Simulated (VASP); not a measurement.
RbSiH4, 6 atoms in the cell. The typed cell holds 6 atoms: a = 3.671 Å, b = 3.647 Å, c = 4.017 Å, α = 89.57°, β = 88.61°, γ = 89.86°. 

- Program: VASP 6.6.1
- Task: single point
- Functional: PBE
- Potentials or basis: VASP PAW PBE potentials, release 64 (Rb_sv, Si, H)
- Cutoff: 520 eV
- k mesh: 4 × 4 × 4
- Occupations: fermi-dirac, width 0.05 eV
- Spin: no spin polarisation
- Dipole correction: no
- Further INCAR settings: ALGO = Normal; EDIFF = 1e-06; NBANDS = 18

Potentials or basis: VASP PAW PBE potentials, release 64 (Rb_sv, Si, H).

Run with:

```sh
$ cat potpaw_PBE.64/Rb_sv/POTCAR potpaw_PBE.64/Si/POTCAR potpaw_PBE.64/H/POTCAR > POTCAR
$ mpirun -np 1 vasp_std > vasp.out
```

Hardware: 1 thread of Intel(R) Xeon(R) Platinum 8488C (Sapphire Rapids) (shared host).

Question: Estimate the wall time of this run.

Answer: Wall time 38 s on 1 thread of Intel(R) Xeon(R) Platinum 8488C (Sapphire Rapids), on a shared host, peak memory 0.17 GiB. Counts: scf iterations 13, k points 36.
